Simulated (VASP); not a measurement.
Crystal: MnSb.

```
Mn Sb
1.0
     0.00000    2.48171    2.48171
     2.48171    0.00000    2.48171
     2.48171    2.48171    0.00000
Mn Sb
1 1
Cartesian
  0.0000 0.0000 0.0000
  2.4817 2.4817 2.4817
```

This cell differs from its parent crystal: volume scaled by 0.7.

Base run:

| Property | Result |
| --- | --- |
| Program | VASP 6.6.1 |
| Functional | PBE |
| Potentials or basis | VASP PAW PBE potentials, release 64 (Mn_pv, Sb) |
| Cutoff | 520 eV |
| k mesh | 12 × 12 × 12 |
| Occupations | fermi-dirac, width 0.08 eV |
| Spin | no spin polarisation |

Its results: pressure 27.4 GPa.

The run is repeated on the same cell with these changes: spin from no spin polarisation to collinear spin, ferromagnetic start; further incar settings from ALGO = Normal; EDIFF = 1e-06; NBANDS = 16 to ALGO = Normal; EDIFF = 1e-06; NBANDS = 20. What comes out?

Pressure 40.7 GPa; net moment 2.43 μB per cell; site moments Mn +2.44; Sb -0.07 μB.

Caveats: a cell with one magnetic atom can't hold antiferromagnetic order, which such compounds often take (some runs).
